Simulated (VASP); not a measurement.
Set up this calculation in VASP 6.6.1, as the native input.

- Task: single point
- Functional: PBE
- Potentials or basis: VASP PAW PBE potentials, release 64 (Re)
- Cutoff: 520 eV
- k mesh: 11 × 11 × 6
- Occupations: fermi-dirac, width 0.05 eV
- Spin: no spin polarisation
- Dipole correction: no
- Further INCAR settings: ALGO = Normal; EDIFF = 1e-06; NBANDS = 14

The structure of Re lies in POSCAR:

```
Re
1.0
    2.8149470801      0.0000000000      0.0000000000
   -1.4074735401      2.4378156817      0.0000000000
    0.0000000000      0.0000000000      4.5456378849
Re
2
Direct
    0.6666666667      0.3333333333      0.7500000000
    0.3333333333      0.6666666667      0.2500000000
```

This cell differs from its parent crystal: volume scaled by 1.06.

These files were run (other wordings do the same):

INCAR

```
PREC = Accurate
ENCUT = 520
EDIFF = 1E-6
ISMEAR = -1
SIGMA = 0.05
LREAL = F
LASPH = T
NELM = 80
ALGO = Normal
ISIF = 2
LWAVE = F
LCHARG = F
GGA = PE
NBANDS = 14
```

KPOINTS

```
regular mesh
0
Gamma
  11 11 6
```

Potentials or basis: VASP PAW PBE potentials, release 64 (Re).

Command:

```console
$ cat potpaw_PBE.64/Re/POTCAR > POTCAR
$ mpirun -np 1 vasp_std > vasp.out
```

Results of the run:

* Pressure: -14.7 GPa
* Band gap on the k mesh: zero (band 7 reaches 8.38 eV, above the bottom of band 8 at 5.62 eV)

Caveat: spin-orbit coupling is left out, which moves the levels of the heavy elements.

It took 31 s on 1 thread of AMD EPYC 7R13 Processor (Zen 3), on a shared host, peak memory 0.14 GiB.
